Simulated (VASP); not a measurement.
Set up this calculation in VASP 6.6.1, as the native input.

```
Task                   : relaxation of cell and atoms
Functional             : PBE
Potentials or basis    : VASP PAW PBE potentials, release 64 (Au)
Cutoff                 : 600 eV
k mesh                 : 18 × 18 × 18
Occupations            : gaussian, width 0.1 eV
Spin                   : no spin polarisation
Dipole correction      : no
Further INCAR settings : ALGO = Normal; EDIFF = 1e-06; IBRION = 2; EDIFFG = -0.005; NSW = 100; ISIF = 3
```

The structure of Au lies in POSCAR:

```
Au
1.0
    0.0000000000      2.0830626665      2.0830626665
    2.0830626665      0.0000000000      2.0830626665
    2.0830626665      2.0830626665      0.0000000000
Au
1
Direct
    0.0000000000      0.0000000000      0.0000000000
```

These files were run (other wordings do the same):

INCAR

```
PREC     = Accurate       # precision mode
ENCUT    = 600            # plane-wave cutoff, eV
EDIFF    = 1E-6           # SCF threshold, eV
ISMEAR   = 0              # smearing method
SIGMA    = 0.1            # smearing width, eV
LREAL    = F              # projectors in reciprocal space
LASPH    = T              # aspherical terms in the spheres
NELM     = 80             # most SCF steps
ALGO     = Normal         # electronic algorithm
ISIF     = 3              # what is computed and relaxed
LWAVE    = F              # write WAVECAR
LCHARG   = F              # write CHGCAR
GGA      = PE             # functional
IBRION   = 2              # ionic algorithm
NSW      = 100            # ionic steps
EDIFFG   = -0.005         # ionic threshold
```

KPOINTS

```
regular mesh
0
Gamma
  18 18 18
```

Potentials or basis: VASP PAW PBE potentials, release 64 (Au).

Command:

```console
$ cat potpaw_PBE.64/Au/POTCAR > POTCAR
$ mpirun -np 1 vasp_std > vasp.out
```

Results of the run:

```
Relaxed volume                         : 17.95 Å³/atom
Relaxed cell                           : a = 2.939 Å, b = 2.939 Å, c = 2.939 Å, α = 60.00°, β = 60.00°, γ = 60.00°
Space group after relaxing (to 0.05 Å) : Fm-3m (No. 225)
Energy gained by relaxing              : 0.4 meV/atom
Ionic steps                            : 3
Pressure after relaxing                : 0.0 GPa
```

It took 53 s on 1 thread of Intel(R) Xeon(R) Platinum 8259CL CPU @ 2.50GHz (Skylake/Cascade Lake), on a shared host, peak memory 0.18 GiB.
